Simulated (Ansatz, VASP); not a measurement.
## One calculation of Al2O3, two programs

File INCAR:

```
SYSTEM = Al2O3
AGGAC    = 1.0          
AGGAX    = 1.0          
ALDAC    = 0.0          
ALDAX    = 1.0          
ALGO     = Normal         ! electronic algorithm
EDIFF    = 1E-6           ! SCF threshold, eV
ENCUT    = 600            ! plane-wave cutoff, eV
GGA      = B5             ! functional
GGA_COMPAT= .False.      
ISIF     = 2              ! what is computed and relaxed
ISMEAR   = 0              ! smearing method
LASPH    = .True.         ! aspherical terms in the spheres
LCHARG   = .False.        ! write CHGCAR
LREAL    = .False.        ! projectors in reciprocal space
LWAVE    = .False.        ! write WAVECAR
NBANDS   = 20             ! bands
NELM     = 120            ! most SCF steps
PREC     = Accurate       ! precision mode
SIGMA    = 0.01           ! smearing width, eV
```

The input KPOINTS:

```
k-points
0
Gamma
  12 12 2
  0 0 0
```

File POSCAR:

```
Al2O3
1.0
    2.8843250000      0.0000000000      0.0000000000
   -1.4421625000      2.4978987228      0.0000000000
    0.0000000000      0.0000000000      9.3367540000
Al O
2 3
Direct
    0.0000000000      0.0000000000      0.1499920000
    0.0000000000      0.0000000000      0.8500080000
    0.3333333333      0.6666666667      0.2223170000
    0.3333333333      0.6666666667      0.7776830000
    0.6666666667      0.3333333333      0.0000000000
```

Input for Ansatz:

```yaml
crystal:
  lattice:
    a: 2.884325
    b: 2.884325
    c: 9.336754
    alpha: 90.0
    beta: 90.0
    gamma: 120.0
  space_group: 187
  atoms:
    - { symbol: Al, position: [0.0, 0.0, 0.149992] }
    - { symbol: O, position: [0.3333333333333333, 0.6666666666666666, 0.222317] }
    - { symbol: O, position: [0.6666666666666666, 0.3333333333333333, 0.0] }
kpoints:
  mp_grid:
    grid: [12, 12, 2]
hamiltonian:
  xc: blyp
scf:
  occupations:
    method: fixed
output:
  forces: true
  stress: true
```

Alike in both runs: task single point; functional BLYP; k mesh 12 × 12 × 2; no spin polarisation.

```csv
,VASP,Ansatz
version,VASP 6.6.1,Ansatz 0.2.0
potentials or method,"VASP PAW PBE potentials, release 64 (Al, O)","plane waves, PAW"
plane-wave cutoff (eV),600,420
occupations,"gaussian, width 0.01 eV",fixed
valence electrons in the cell,24,24
```

VASP gave:

```
pressure (GPa)                                                : 2.4
traceless stress, the component that is largest in VASP (GPa) : -1.26
rms of the force components (eV/Å)                            : 0.087
```

What did Ansatz give for the same quantities?

Pressure (GPa): 2.1; traceless stress, the component that is largest in VASP (GPa): -0.79; rms of the force components (eV/Å): 0.088.

VASP's potentials were made for PBE, not for BLYP. Atom by atom the forces differ by 0.004 eV/Å (rms over components).
